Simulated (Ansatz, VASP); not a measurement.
**Al: VASP beside Ansatz**

Contents of INCAR:

```
PREC = Accurate
ENCUT = 520
EDIFF = 1E-6
ISMEAR = 0
SIGMA = 0.1
LREAL = F
LASPH = T
NELM = 60
ALGO = Normal
ISIF = 2
LWAVE = F
LCHARG = T
GGA = PE
LELF = T
LVHAR = T
NBANDS = 22
```

Contents of KPOINTS:

```
Automatic mesh
0
Gamma
  4 6 4
```

The input POSCAR:

```
Al
1.0
    6.3928638600      0.0000000000      0.0000000000
    0.0000000000      3.2102065700      0.0000000000
    0.0000000000      0.0000000000      6.4547466000
Al
8
Direct
    0.0298580000      0.2500000000      0.6612780000
    0.5298580000      0.2500000000      0.8387220000
    0.9701420000      0.7500000000      0.3387220000
    0.4701420000      0.7500000000      0.1612780000
    0.1536680000      0.2500000000      0.0676460300
    0.6536680000      0.2500000000      0.4323539700
    0.8463320000      0.7500000000      0.9323539700
    0.3463320000      0.7500000000      0.5676460300
```

Input for Ansatz:

```yaml
crystal:
  lattice:
    - [6.39286386, 0.0, 0.0]
    - [0.0, 3.21020657, 0.0]
    - [0.0, 0.0, 6.4547466]
  atoms:
    - { symbol: Al, position: [0.029858, 0.25, 0.661278] }
    - { symbol: Al, position: [0.529858, 0.25, 0.838722] }
    - { symbol: Al, position: [0.970142, 0.75, 0.338722] }
    - { symbol: Al, position: [0.470142, 0.75, 0.161278] }
    - { symbol: Al, position: [0.153668, 0.25, 0.06764603] }
    - { symbol: Al, position: [0.653668, 0.25, 0.43235397] }
    - { symbol: Al, position: [0.846332, 0.75, 0.93235397] }
    - { symbol: Al, position: [0.346332, 0.75, 0.56764603] }
basis:
  ecutwfc: 420
kpoints:
  mp_grid: { grid: [4, 6, 4] }
hamiltonian:
  xc: pbe
scf:
  occupations: { method: gaussian, width: 0.1 }
  lower_state_search: "off"
output:
  forces: true
  stress: true
  eigenvalues: true
```

Alike in both runs: task single point; functional PBE; k mesh 4 × 6 × 4; occupations gaussian, width 0.1 eV; no spin polarisation.

```csv
,VASP,Ansatz
version,VASP 6.6.1,Ansatz 0.2.0
potentials or method,"VASP PAW PBE potentials, release 64 (Al), cutoff 520 eV","scalar-relativistic, plane waves, PAW"
valence electrons in the cell,24,24
```

VASP gave:

- gap on the k mesh at the Fermi level (eV): none
- pressure (GPa): 8.7
- traceless stress, the component that is largest in VASP (GPa): 2.67
- rms of the force components (eV/Å): 0.256

Estimate Ansatz's values.

gap on the k mesh at the Fermi level (eV): none; pressure (GPa): 8.7; traceless stress, the component that is largest in VASP (GPa): 2.66; rms of the force components (eV/Å): 0.255.

Atom by atom the forces differ by 0.000 eV/Å (rms over components). A gap of «none» marks a metal or a gap that the smearing closes.
